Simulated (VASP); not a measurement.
# HC16 (a cell with a defect) in VASP: a series of runs

HC16 (a cell with a defect) is run at these levels: PBE; tasks: single point.

Everything below comes from runs of VASP 6.6.1. Logs are shortened: lines on timing, memory, paths and dates and some standing lists are left out, and cuts for length are marked.

### Step 1. The cell of the first run

The cell holds a defect, 17 atoms: a = 5.049 Å, b = 5.049 Å, c = 5.049 Å, α = 60.00°, β = 60.00°, γ = 60.00°.

### Step 2. Single point, PBE

The input, INCAR:

```
SYSTEM = HC16
PREC     = Accurate       ! precision mode
ENCUT    = 520            ! plane-wave cutoff, eV
EDIFF    = 1E-7           ! SCF threshold, eV
ISMEAR   = -1             ! smearing method
SIGMA    = 0.02           ! smearing width, eV
LREAL    = Auto         
LASPH    = .TRUE.         ! aspherical terms in the spheres
NELM     = 80             ! most SCF steps
ALGO     = Normal         ! electronic algorithm
ISIF     = 2              ! what is computed and relaxed
LWAVE    = .FALSE.        ! write WAVECAR
LCHARG   = .FALSE.        ! write CHGCAR
GGA      = PE             ! functional
NBANDS   = 46             ! bands
NELECT   = 64.0
```

The input, KPOINTS:

```
regular mesh
0
G
  3 3 3
  0 0 0
```

The input, POSCAR:

```
HC16
1.0
    0.0000000000      3.5700000000      3.5700000000
    3.5700000000      0.0000000000      3.5700000000
    3.5700000000      3.5700000000      0.0000000000
C H
16 1
Direct
   -0.0092385154      0.0186483193     -0.0093273109
    0.1274252101      0.1338775910      0.1167344538
    0.0029424370      0.0081163866      0.4902032213
    0.1256763305      0.1325312325      0.6162054622
    0.0101070028      0.5065605042     -0.0154322129
    0.0981495798      0.6387196078      0.1275728291
    0.0023782913      0.5064463585      0.4929096639
    0.1317915966      0.6343310924      0.6110546218
    0.5041266106      0.0090784314     -0.0108745098
    0.6212739496      0.1323792717      0.1213044818
    0.5004264706      0.0079981793      0.4946483193
    0.6289680672      0.1323879552      0.6155621849
    0.5341051821      0.4957410364     -0.0214763305
    0.6403084034      0.6310882353      0.1151117647
    0.5063441176      0.5055189076      0.4894463585
    0.6307152661      0.6322757703      0.6123194678
    0.3147324930      0.7243994398      0.0438859944
```

Potentials or basis: VASP PAW PBE potentials, release 64 (C, H).

Launch:

```bash
$ cat potpaw_PBE.64/C/POTCAR potpaw_PBE.64/H/POTCAR > POTCAR
$ mpirun -np 1 vasp_std > vasp.out
```

OUTCAR:

```text
SYSTEM = HC16
   PREC = Accurate
   ENCUT = 520
   EDIFF = 1E-7
   ISMEAR = -1
   LREAL = Auto
   LASPH = .TRUE.
   NELM = 80
   ISIF = 2
   GGA = PE
   NELECT = 64.0

 ion  position               nearest neighbor table
   1  0.991  0.019  0.991-  10 1.52   4 1.54   2 1.56   6 1.57
   2  0.127  0.134  0.117-   5 1.54   3 1.54   9 1.55   1 1.56
   3  0.003  0.008  0.490-   4 1.54   2 1.54   8 1.54  12 1.54
   4  0.126  0.133  0.616-   3 1.54   7 1.54   1 1.54  11 1.54
   5  0.010  0.507  0.985-   6 1.50  14 1.52   2 1.54   8 1.54
   6  0.098  0.639  0.128-  17 1.18   5 1.50   7 1.51   1 1.57  13 1.80
   7  0.002  0.506  0.493-   6 1.51  16 1.53   4 1.54   8 1.55
   8  0.132  0.634  0.611-   5 1.54   3 1.54  15 1.54   7 1.55
   9  0.504  0.009  0.989-  10 1.54  12 1.54   2 1.55  14 1.56
  10  0.621  0.132  0.121-  13 1.51   1 1.52   9 1.54  11 1.54
  11  0.500  0.008  0.495-  10 1.54  12 1.54   4 1.54  16 1.55
  12  0.629  0.132  0.616-  15 1.54   9 1.54  11 1.54   3 1.54
  13  0.534  0.496  0.979-  17 1.19  10 1.51  16 1.51  14 1.56   6 1.80
  14  0.640  0.631  0.115-   5 1.52  15 1.54   9 1.56  13 1.56
  15  0.506  0.506  0.489-  12 1.54  16 1.54  14 1.54   8 1.54
  16  0.631  0.632  0.612-  13 1.51   7 1.53  15 1.54  11 1.55
  17  0.315  0.724  0.044-   6 1.18  13 1.19

  LATTYP: Found a face centered cubic cell.
 ALAT       =     7.1400000000

  Lattice vectors:

 A1 = (   0.0000000000,   3.5700000000,   3.5700000000)
 A2 = (   3.5700000000,   0.0000000000,   3.5700000000)
 A3 = (   3.5700000000,   3.5700000000,   0.0000000000)

Analysis of symmetry for initial positions (statically):
=====================================================================
 Subroutine PRICEL returns:
 Original cell was already a primitive cell.

 Routine SETGRP: Setting up the symmetry group for a
 face centered cubic supercell.

 Subroutine GETGRP returns: Found  1 space group operations
 (whereof  1 operations were pure point group operations)
 out of a pool of 48 trial point group operations.

The static configuration has the point symmetry C_1 .

Analysis of symmetry for dynamics (positions and initial velocities):
=====================================================================
 Subroutine PRICEL returns:
 Original cell was already a primitive cell.

 Routine SETGRP: Setting up the symmetry group for a
 face centered cubic supercell.

 Subroutine GETGRP returns: Found  1 space group operations
 (whereof  1 operations were pure point group operations)
 out of a pool of 48 trial point group operations.

The dynamic configuration has the point symmetry C_1 .

 Subroutine INISYM returns: Found  1 space group operations
 (whereof  1 operations are pure point group operations),
 and found     1 'primitive' translations

----------------------------------------------------------------------------------------

                                     Primitive cell

  volume of cell :      90.9986

  direct lattice vectors                    reciprocal lattice vectors
     0.000000000  3.570000000  3.570000000    -0.140056022  0.140056022  0.140056022
     3.570000000  0.000000000  3.570000000     0.140056022 -0.140056022  0.140056022
     3.570000000  3.570000000  0.000000000     0.140056022  0.140056022 -0.140056022

  length of vectors
     5.048742418  5.048742418  5.048742418     0.242584147  0.242584147  0.242584147

  position of ions in fractional coordinates (direct lattice)
     0.990761485  0.018648319  0.990672689
     0.127425210  0.133877591  0.116734454
     0.002942437  0.008116387  0.490203221
     0.125676330  0.132531232  0.616205462
     0.010107003  0.506560504  0.984567787
     0.098149580  0.638719608  0.127572829
[... 9 lines left out ...]
     0.630715266  0.632275770  0.612319468
     0.314732493  0.724399440  0.043885994

  ion indices of the primitive-cell ions
   primitive index   ion index
                 1           1
                 2           2
                 3           3
                 4           4
                 5           5
                 6           6
[... 9 lines left out ...]
                16          16
                17          17

----------------------------------------------------------------------------------------

 KPOINTS: regular mesh

Automatic generation of k-mesh.
 Grid dimensions read from file:
 generate k-points for:    3    3    3

 Generating k-lattice:

  Cartesian coordinates                     Fractional coordinates (reciprocal lattice)
    -0.046685341  0.046685341  0.046685341     0.333333333  0.000000000  0.000000000
     0.046685341 -0.046685341  0.046685341     0.000000000  0.333333333  0.000000000
     0.046685341  0.046685341 -0.046685341     0.000000000  0.000000000  0.333333333

  Length of vectors
     0.080861382  0.080861382  0.080861382

  Shift w.r.t. Gamma in fractional coordinates (k-lattice)
     0.000000000  0.000000000  0.000000000

 Subroutine IBZKPT returns following result:
 ===========================================

 Found     14 irreducible k-points:

 Following reciprocal coordinates:
            Coordinates               Weight
  0.000000  0.000000  0.000000      1.000000
  0.333333  0.000000  0.000000      2.000000
  0.000000  0.333333  0.000000      2.000000
  0.000000  0.000000  0.333333      2.000000
  0.333333  0.333333  0.333333      2.000000
  0.333333  0.333333  0.000000      2.000000
  0.000000  0.333333  0.333333      2.000000
  0.333333  0.000000  0.333333      2.000000
 -0.333333  0.333333  0.000000      2.000000
  0.000000 -0.333333  0.333333      2.000000
  0.333333  0.000000 -0.333333      2.000000
  0.333333  0.333333 -0.333333      2.000000
 -0.333333  0.333333 -0.333333      2.000000
  0.333333 -0.333333 -0.333333      2.000000
   k-points           NKPTS =     14   k-points in BZ     NKDIM =     14   number of bands    NBANDS=     46
   number of dos      NEDOS =    301   number of ions     NIONS =     17
   total plane-waves  NPLWV =  64000
   dimension x,y,z NGX =    40 NGY =   40 NGZ =   40
   dimension x,y,z NGXF=    80 NGYF=   80 NGZF=   80
   ions per type =              16   1
   NGX,Y,Z   is equivalent  to a cutoff of  13.17, 13.17, 13.17 a.u.
   NGXF,Y,Z  is equivalent  to a cutoff of  26.34, 26.34, 26.34 a.u.
 SYSTEM =  HC16
   PREC   = accura    normal or accurate (medium, high low for compatibility)
   ISTART =      0    job   : 0-new  1-cont  2-samecut
   ICHARG =      2    charge: 1-file 2-atom 10-const
   ISPIN  =      1    spin polarized calculation?
   LNONCOLLINEAR =      F non collinear calculations
   LSORBIT =      F    spin-orbit coupling
   LASPH  =      T    aspherical Exc in radial PAW
   ENCUT  =  520.0 eV  38.22 Ry    6.18 a.u.   9.39  9.39  9.39*2*pi/ulx,y,z
   NELM   =     80;   NELMIN=  2; NELMDL= -5     # of ELM steps
   EDIFF  = 0.1E-06   stopping-criterion for ELM
   LREAL  =      T    real-space projection
   EDIFFG = 0.1E-05   stopping-criterion for IOM
   NSW    =      0    number of steps for IOM
   IBRION =     -1    ionic relax: 0-MD 1-quasi-New 2-CG
   NFREE  =      0    steps in history (QN), initial steepest desc. (CG)
   ISIF   =      2    stress and relaxation
   ISYM   =      2    0-nonsym 1-usesym 2-fastsym
   POTIM  = 0.5000    time-step for ionic-motion
   TEBEG  =    0.0;   TEEND  =   0.0 temperature during run
   PSTRESS=    0.0 pullay stress
   NELECT =      64.0000    total number of electrons
   NUPDOWN=      -1.0000    fix difference up-down
   EMIN   =  10.00;   EMAX   =-10.00  energy-range for DOS
   EFERMI =   0.00;   METHOD = LEGACY
   ISMEAR =    -1;   SIGMA  =   0.02  broadening in eV -4-tet -1-fermi 0-gaus
   EFERMI_NEDOS =   21; number of points for ismear=-14 and -15
   IALGO  =     38    algorithm
   IMIX   =      4    mixing-type and parameters
     AMIX     =   0.40;   BMIX     =  1.00
     AMIX_MAG =   1.60;   BMIX_MAG =  1.00
  volume/ion in A,a.u.               =       5.35        36.12
  Fermi-wavevector in a.u.,A,eV,Ry     =   1.455872  2.751200 28.838420  2.119564
  Thomas-Fermi vector in A             =   2.572856
   LORBIT       =      0    0 simple, 1 ext, 2 COOP (PROOUT), +10 PAW based schemes
   GGA     = PE    functional components
   LHFCALC =     F    Hartree Fock is set to
   AEXX    =    0.0000 exact exchange contribution
   IVDW    =     0    specifies the selected vdW correction
   LEPSILON=     F    determine dielectric tensor
   LRPA    =     F    only Hartree local field effects (RPA)
 non-spin polarized calculation
  energy-cutoff  :      520.00
  volume of cell :       91.00
 maximum number of plane-waves:      2453
 NGX is ok and might be reduce to    40
   NGX = 19   NGY = 19   NGZ = 19

 number of electron      64.0000000 magnetization

 Free energy of the ion-electron system (eV)
  ---------------------------------------------------
  ext. energy  EPLUGINS =         0.00000000
  ---------------------------------------------------
  free energy    TOTEN  =      -155.22708630 eV

  energy without entropy =     -155.22708630  energy(sigma->0) =     -155.22708630

 E-fermi :  10.3542     XC(G=0): -13.2419

 val. band max:        9.8911318173   @ k =   0.0000   0.0000   0.0000
 cond. band min:      12.4635962718   @ k =   0.0000   0.0000   0.0000
 fundamental gap:      2.5724644545
 Fermi energy:        10.3542020295

 k-point     1 :       0.0000    0.0000    0.0000
  band No.  band energies     occupation
      1     -11.9902      2.00000
      2      -6.9408      2.00000
      3      -6.0159      2.00000
      4      -5.9371      2.00000
      5      -5.8844      2.00000
      6      -4.7858      2.00000
[... 36 lines left out ...]
     43      17.6853      0.00000
     44      18.0457      0.00000

 k-point     2 :       0.3333    0.0000    0.0000
  band No.  band energies     occupation
      1     -11.2441      2.00000
      2      -9.0102      2.00000
      3      -6.8856      2.00000
      4      -6.0003      2.00000
      5      -5.9110      2.00000
      6      -5.1841      2.00000
[... 556 lines left out ...]
 k-point    14 :       0.3333   -0.3333   -0.3333
  band No.  band energies     occupation
      1     -10.2255      2.00000
      2      -9.3358      2.00000
      3      -8.8508      2.00000
      4      -6.9776      2.00000
      5      -6.6916      2.00000
      6      -4.6026      2.00000
[... 36 lines left out ...]
     43      19.2693      0.00000
     44      19.4732      0.00000
 [bands above 44 left out]

------------------------ aborting loop because EDIFF is reached ----------------------------------------

  FORCE on cell =-STRESS in cart. coord.  units (eV):
  Direction    XX          YY          ZZ          XY          YZ          ZX
  --------------------------------------------------------------------------------------
  -------------------------------------------------------------------------------------
  Total       -5.8040342     -5.5847350     -5.9100550     -2.6565572      2.5370724     -2.1136115
  in kB     -102.1894122    -98.3282946   -104.0560800    -46.7729871     44.6692638    -37.2135497
  external PRESSURE =    -101.5245956 kB  Pullay stress =       0.0000000 kB

 VOLUME and BASIS-vectors are now :
 -----------------------------------------------------------------------------
  energy-cutoff  :      520.00
  volume of cell :       91.00
      direct lattice vectors                 reciprocal lattice vectors
     0.000000000  3.570000000  3.570000000    -0.140056022  0.140056022  0.140056022
     3.570000000  0.000000000  3.570000000     0.140056022 -0.140056022  0.140056022
     3.570000000  3.570000000  0.000000000     0.140056022  0.140056022 -0.140056022

 POSITION                                       TOTAL-FORCE (eV/Angst)
 -----------------------------------------------------------------------------------
      3.60328      7.07372      3.60359         0.005493      0.001550      0.012041
      0.89468      0.87165      0.93285        -0.005928     -0.003284      0.004176
      1.77900      1.76053      0.03948         0.004763     -0.001042     -0.000677
      2.67299      2.64852      0.92180        -0.002265      0.002376     -0.000705
      5.32333      3.55099      1.84450        -0.003810      0.002816      0.003807
      2.73566      0.80583      2.63062        -0.017237     -0.003631     -0.016140
[... 9 lines left out ...]
      4.44321      4.43763      4.50888        -0.004595     -0.011655     -0.001666
      2.74278      1.28027      3.70970         0.026437      0.015230      0.015531
 -----------------------------------------------------------------------------------
    total drift:                                0.000704     -0.004799      0.007871

  FREE ENERGIE OF THE ION-ELECTRON SYSTEM (eV)
  ---------------------------------------------------
  free  energy   TOTEN  =      -155.2270863043 eV

  energy  without entropy=     -155.2270863043  energy(sigma->0) =     -155.22708630
```

It took 68 s on 1 thread of AMD EPYC 9R45 (Zen 5), shared host; peak memory 0.21 GiB.

What came out:

| Quantity | Value |
| --- | --- |
| Free energy | -155.2271 eV |
| Largest force | 0.034 eV/Å |

Forces on the atoms (eV/Å):
```
C    0.005  0.002  0.012
C   -0.006 -0.003  0.004
C    0.005 -0.001 -0.001
C   -0.002  0.002 -0.001
C   -0.004  0.003  0.004
C   -0.017 -0.004 -0.016
C    0.002  0.004 -0.001
C   -0.003 -0.001 -0.005
C    0.006  0.001  0.002
C    0.002 -0.002 -0.005
C    0.000 -0.002 -0.002
C   -0.002 -0.004  0.003
C   -0.016  0.004 -0.014
C    0.010  0.002  0.004
C   -0.001 -0.006  0.002
C   -0.005 -0.012 -0.002
H    0.026  0.015  0.016
```

Caveat: the k points lie up to 0.51 Å⁻¹ apart; the cell carries a net charge on a neutralising background, which shifts energy and pressure; the cell is charged against a uniform background, so pressure and absolute levels hang on convention.

### Step 3. Single point, PBE

The input, INCAR:

```
PREC = Accurate
ENCUT = 520
EDIFF = 1E-6
ISMEAR = -1
SIGMA = 0.02
LREAL = Auto
LASPH = T
NELM = 100
ALGO = Normal
ISIF = 2
LWAVE = F
LCHARG = F
GGA = PE
NBANDS = 46
NELECT = 64.0
```

The input, KPOINTS:

```
regular mesh
0
Gamma
  3 3 3
```

The input, POSCAR:

```
HC16
1.0
    0.0000000000      3.5700000000      3.5700000000
    3.5700000000      0.0000000000      3.5700000000
    3.5700000000      3.5700000000      0.0000000000
C H
16 1
Direct
   -0.0087773109     -0.0008025210     -0.0001540616
    0.1055008403      0.1336787115      0.1254414566
   -0.0100516807     -0.0027505602      0.5034438375
    0.1155600840      0.1219060224      0.6267065826
   -0.0087233894      0.5033172269      0.0006312325
    0.1155523810      0.6245369748      0.1285588235
   -0.0087329132      0.4958654062      0.5023869748
    0.1145287115      0.6205161064      0.6280004202
    0.4846557423      0.0267378151     -0.0100156863
    0.6172627451      0.1230341737      0.1268456583
    0.4893865546     -0.0067831933      0.5024350140
    0.6173184874      0.1144434174      0.6266941176
    0.4911467787      0.4947081232      0.0007033613
    0.6279878151      0.5910091036      0.1333334734
    0.4925336134      0.4840871148      0.5124498599
    0.6181254902      0.6185607843      0.6267439776
    0.4038886555      0.8089063025      0.2138746499
```

Potentials or basis: VASP PAW PBE potentials, release 64 (C, H).

Launch:

```bash
$ cat potpaw_PBE.64/C/POTCAR potpaw_PBE.64/H/POTCAR > POTCAR
$ mpirun -np 1 vasp_std > vasp.out
```

Wall time 64 s (1 thread of AMD EPYC 9R45 (Zen 5), shared host); peak memory 0.21 GiB.

The run converged, but its numbers aren't listed here, since they failed a check.

Caveat: the k points lie up to 0.51 Å⁻¹ apart; the cell carries a net charge on a neutralising background, which shifts energy and pressure; the cell is charged against a uniform background, so pressure and absolute levels hang on convention.

### Step 4. Single point, PBE

The input, INCAR:

```
SYSTEM = HC16
PREC = Accurate
ENCUT = 520
EDIFF = 1E-6
ISMEAR = -1
SIGMA = 0.02
LREAL = Auto
LASPH = .True.
NELM = 80
ALGO = Normal
ISIF = 2
LWAVE = .False.
LCHARG = .False.
GGA = PE
NELECT = 64.0
NBANDS = 46
```

The input, KPOINTS:

```
regular mesh
0
Gamma
  3 3 3
  0 0 0
```

The input, POSCAR:

```
HC16
1.0
    0.0000000000      3.5700000000      3.5700000000
    3.5700000000      0.0000000000      3.5700000000
    3.5700000000      3.5700000000      0.0000000000
C H
16 1
Direct
   -0.0081477591     -0.0011359944      0.0030617647
    0.1067072829      0.1356848739      0.1292624650
   -0.0065913165      0.0003156863      0.5037344538
    0.1178623249      0.1231729692      0.6296032213
   -0.0062009804      0.5049519608     -0.0014749300
    0.1170309524      0.6221264706      0.1306684874
   -0.0063773109      0.4971022409      0.5043221289
    0.1182350140      0.6253862745      0.6253394958
    0.4885673669      0.0267648459     -0.0078127451
    0.6191945378      0.1165295518      0.1351071429
    0.4916563025     -0.0057823529      0.5086935574
    0.6196026611      0.1230768908      0.6271474790
    0.4950012605      0.4865738095      0.0046387955
    0.6300037815      0.5927987395      0.1406824930
    0.4941092437      0.4947789916      0.5077574230
    0.6204865546      0.6197725490      0.6304078431
    0.3942894958      0.8136354342      0.0873830532
```

Launch:

```bash
$ cat potpaw_PBE.64/C/POTCAR potpaw_PBE.64/H/POTCAR > POTCAR
$ mpirun -np 1 vasp_std > vasp.out
```

It took 63 s on 1 thread of AMD EPYC 9R45 (Zen 5), shared host; peak memory 0.21 GiB.

The run converged. Its results:

```yaml
Free_energy: -155.2254 eV
Largest_force: 0.045 eV/Å
```

Forces on the atoms (eV/Å):
```
C    0.000  0.006  0.002
C   -0.007  0.004 -0.008
C   -0.002  0.003  0.001
C    0.003 -0.001  0.002
C    0.004 -0.002  0.007
C    0.005 -0.006  0.003
C    0.002 -0.001  0.005
C    0.003 -0.002 -0.001
C    0.030 -0.016  0.008
C   -0.004  0.014 -0.003
C    0.011  0.001 -0.002
C   -0.007  0.001  0.004
C   -0.004 -0.017 -0.006
C   -0.011  0.018  0.001
C    0.016  0.007 -0.006
C    0.002  0.001  0.004
H   -0.042 -0.011 -0.012
```

Levels at points of the mesh, in eV from the Fermi level:
| k point | band 28 | band 29 | band 30 | band 31 | band 32 | band 33 | band 34 | band 35 | band 36 | band 37 |
| --- | --- | --- | --- | --- | --- | --- | --- | --- | --- | --- |
| (0.00, 0.00, 0.00) | -3.22 | -3.09 | -0.76 | -0.63 | -0.48 | 2.16 | 2.82 | 3.80 | 4.04 | 4.31 |

Caveat: the k points lie up to 0.51 Å⁻¹ apart; the cell carries a net charge on a neutralising background, which shifts energy and pressure; the cell is charged against a uniform background, so pressure and absolute levels hang on convention.
